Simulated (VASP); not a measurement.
Wanted: the native input for a VASP 6.6.1 run.

| Property | Result |
| --- | --- |
| Task | single point |
| Functional | PBEsol |
| Potentials or basis | VASP PAW PBE potentials, release 64 (Sc_sv, Al) |
| Cutoff | 520 eV |
| k mesh | 14 × 14 × 10 |
| Occupations | gaussian, width 0.1 eV |
| Spin | no spin polarisation |
| Dipole correction | no |
| Further INCAR settings | ALGO = Fast; EDIFF = 1e-06; NBANDS = 22 |

The structure of ScAl lies in POSCAR:

```
ScAl
1.0
    1.6950260433     -5.5907611798      0.0000000000
    1.6950260433      5.5907611798      0.0000000000
    0.0000000000      0.0000000000      4.3967653206
Sc Al
2 2
Direct
    0.8389607348      0.1610392652      0.2500000000
    0.1610392652      0.8389607348      0.7500000000
    0.5704239138      0.4295760862      0.2500000000
    0.4295760862      0.5704239138      0.7500000000
```

The input as run:

INCAR

```
ALGO = Fast
EDIFF = 1E-6
ENCUT = 520
GGA = PS
ISIF = 2
ISMEAR = 0
LASPH = True
LCHARG = False
LREAL = False
LWAVE = False
NBANDS = 22
NELM = 60
PREC = Accurate
SIGMA = 0.1
```

KPOINTS

```
k-points
0
Gamma
  14 14 10
```

Potentials or basis: VASP PAW PBE potentials, release 64 (Sc_sv, Al).

Launch:

```sh
$ cat potpaw_PBE.64/Sc_sv/POTCAR potpaw_PBE.64/Al/POTCAR > POTCAR
$ mpirun -np 1 vasp_std > vasp.out
```

It gave:

```
Pressure               : -3.9 GPa
Largest force          : 0.003 eV/Å
Band gap on the k mesh : zero (bands 14 and 15 overlap by 1.55 eV)
```

Caveat: the cell stands under tension; the PAW data sets were made with another functional, which shifts forces and pressure a little.

Run time: 9.9 min on 1 thread of Intel(R) Xeon(R) 6975P-C (Granite Rapids) (shared host), peak memory 0.68 GiB.
